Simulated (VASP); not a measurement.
Write the native input for VASP 6.6.1 that does the following.

```yaml
Task: single point
Functional: PBE
Potentials_or_basis: VASP PAW PBE potentials, release 64 (Bi_d, Te)
Cutoff: 520 eV
k_mesh: 12 × 12 × 6
Occupations: gaussian, width 0.1 eV
Spin: no spin polarisation
Dipole_correction: no
Further_INCAR_settings: ALGO = Normal; EDIFF = 1e-06; NBANDS = 29
```

The structure of BiTe lies in POSCAR:

```
BiTe
1.0
    4.6760484431      0.0000000000      0.0000000000
   -2.3380242215      4.0495767410      0.0000000000
    0.0000000000      0.0000000000      7.4808154004
Bi Te
2 2
Direct
    0.0000000000      0.0000000000      0.0000000000
    0.0000000000      0.0000000000      0.5000000000
    0.3333333333      0.6666666667      0.2500000000
    0.6666666667      0.3333333333      0.7500000000
```

These files were run (other wordings do the same):

INCAR

```
SYSTEM = BiTe
ALGO = Normal
EDIFF = 1E-6
ENCUT = 520
GGA = PE
ISIF = 2
ISMEAR = 0
LASPH = .TRUE.
LCHARG = .FALSE.
LREAL = .FALSE.
LWAVE = .FALSE.
NBANDS = 29
NELM = 60
PREC = Accurate
SIGMA = 0.1
```

KPOINTS

```
k-points
0
G
  12 12 6
  0 0 0
```

Potentials or basis: VASP PAW PBE potentials, release 64 (Bi_d, Te).

The run is started by

```sh
$ cat potpaw_PBE.64/Bi_d/POTCAR potpaw_PBE.64/Te/POTCAR > POTCAR
$ mpirun -np 1 vasp_std > vasp.out
```

It gave:

```
Pressure               : 0.0 GPa
Band gap on the k mesh : zero (band 21 reaches 7.70 eV, above the bottom of band 22 at 5.41 eV)
```

Caveat: spin-orbit coupling is left out, which moves the levels of the heavy elements.

Wall time 2.9 min on 1 thread of Intel(R) Xeon(R) Platinum 8488C (Sapphire Rapids), on a shared host, peak memory 0.42 GiB.
